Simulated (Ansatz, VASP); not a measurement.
One calculation of In, two programs

The input INCAR:

```
SYSTEM = In
  PREC = Accurate
  ENCUT = 520
  EDIFF = 1E-7
  ISMEAR = -1
  SIGMA = 0.05
  LREAL = .False.
  LASPH = .True.
  NELM = 100
  ALGO = Normal
  ISIF = 2
  LWAVE = .False.
  LCHARG = .False.
  NBANDS = 12
```

Contents of KPOINTS:

```
Automatic mesh
0
Gamma
  14 14 14
  0 0 0
```

POSCAR

```
In
1.0
   -1.6315525314      1.6315525314      2.4821691634
    1.6315525314     -1.6315525314      2.4821691634
    1.6315525314      1.6315525314     -2.4821691634
In
1
Direct
    0.0000000000      0.0000000000      0.0000000000
```

Input for Ansatz:

```yaml
crystal:
  lattice:
    - [-1.6315525314, 1.6315525314, 2.4821691634]
    - [1.6315525314, -1.6315525314, 2.4821691634]
    - [1.6315525314, 1.6315525314, -2.4821691634]
  atoms:
    - { symbol: In, position: [0.0, 0.0, 0.0] }
kpoints:
  mp_grid: { grid: [14, 14, 14] }
  band_path:
    path:
      - [0.0, 0.0, 0.0]
      - [0.0, 0.0, 0.5]
      - [0.25, 0.25, 0.25]
      - [0.0, 0.5, 0.0]
      - [0.0, 0.0, 0.0]
      - [0.5, 0.5, -0.5]
      - [0.3580138334, 0.6419861666, -0.3580138334]
      - [-0.3580138334, 0.3580138334, 0.3580138334]
      - [0.0, 0.0, 0.0]
    npoints: 5
scf:
  occupations: { method: fermi_dirac, width: 0.05 }
hamiltonian:
  xc: lda
  pseudopotentials: { kind: all_electron, lapw: { basis_error: 0.0005 } }
output:
  forces: true
  stress: true
  eigenvalues: true
```

Change from the starting cell: volume scaled by 1.01.

Alike in both runs: task single point; functional LDA; k mesh 14 × 14 × 14; occupations fermi-dirac, width 0.05 eV; no spin polarisation.

|  | VASP | Ansatz |
| --- | --- | --- |
| version | VASP 6.6.1 | Ansatz 0.2.0 |
| potentials or method | VASP PAW LDA potentials, release 64 (In_d), cutoff 520 eV | all-electron LAPW, scalar-relativistic |

```csv
,VASP,Ansatz,Ansatz less VASP
pressure (GPa),-3.0,-3.0,+0.02
"traceless stress, the component that is largest in VASP (GPa)",0.27,0.27,-0.006
```

LDA's correlation is that of Perdew and Zunger in VASP and of Perdew and Wang (1992) in Ansatz. Ansatz ran all-electron here, and VASP with PAW potentials.
